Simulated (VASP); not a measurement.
**MoS2: single point with PBEsol**

MoS2:

```xyz
6
Lattice="3.1102 0.0000 0.0000 -1.5551 2.6935 0.0000 0.0000 0.0000 12.3189" Properties=species:S:1:pos:R:3 pbc="T T T"
Mo    0.0000    1.7957    3.0797
Mo    1.5551    0.8978    9.2392
S     0.0000    1.7957    7.7115
S     1.5551    0.8978    1.5521
S     0.0000    1.7957   10.7668
S     1.5551    0.8978    4.6074
```

```yaml
Program: VASP 6.6.1
Task: single point
Functional: PBEsol
Potentials_or_basis: VASP PAW PBE potentials, release 64 (Mo_sv, S)
Cutoff: 520 eV
k_mesh: 12 × 12 × 2
Occupations: methfessel-paxton, width 0.133 eV
Spin: no spin polarisation
Dipole_correction: no
Further_INCAR_settings: ALGO = Normal; EDIFF = 1e-07; NBANDS = 35
```

| Quantity | Value |
| --- | --- |
| Pressure | 6.9 GPa |
| Largest force | 0.859 eV/Å |
| Band gap on the k mesh | 0.92 eV (least direct gap 1.78 eV) |

Forces in eV/Å, atoms in the order of the input:
```
Mo   0.000  0.000  0.000
Mo   0.000  0.000  0.000
S    0.000  0.000 -0.859
S    0.000  0.000 -0.859
S    0.000  0.000  0.859
S    0.000  0.000  0.859
```

Stress tensor (GPa, compression positive):
```
6.01 0.00 0.00
0.00 6.01 0.00
0.00 0.00 8.55
```

Levels at points of the mesh, in eV from the valence-band top:
```csv
k point,band 22,band 23,band 24,band 25,band 26,band 27,band 28,band 29,band 30,band 31
"(0.00, 0.00, 0.00)",-2.28,-2.28,-1.33,-1.28,0.00,2.25,2.25,2.27,2.27,2.54
"(0.50, 0.00, 0.00)",-2.57,-1.74,-1.57,-1.49,-1.38,1.74,1.78,2.17,2.45,3.01
"(0.00, 0.00, 0.50)",-2.30,-2.30,-2.30,-0.32,-0.32,2.26,2.26,2.26,2.26,2.62
"(0.50, 0.00, 0.50)",-2.70,-1.66,-1.66,-1.43,-1.43,1.76,1.76,2.32,2.32,3.35
```

It took 2.4 min on 1 thread of Intel Xeon 8259CL (shared host), peak memory 0.28 GiB.

Caveat: the cell stands under pressure; the PAW data sets were made with another functional, which shifts forces and pressure a little; this functional lacks dispersion, which binds the layers, so the pressure and a relaxed spacing across them are unreliable. A k mesh can miss the band edges.
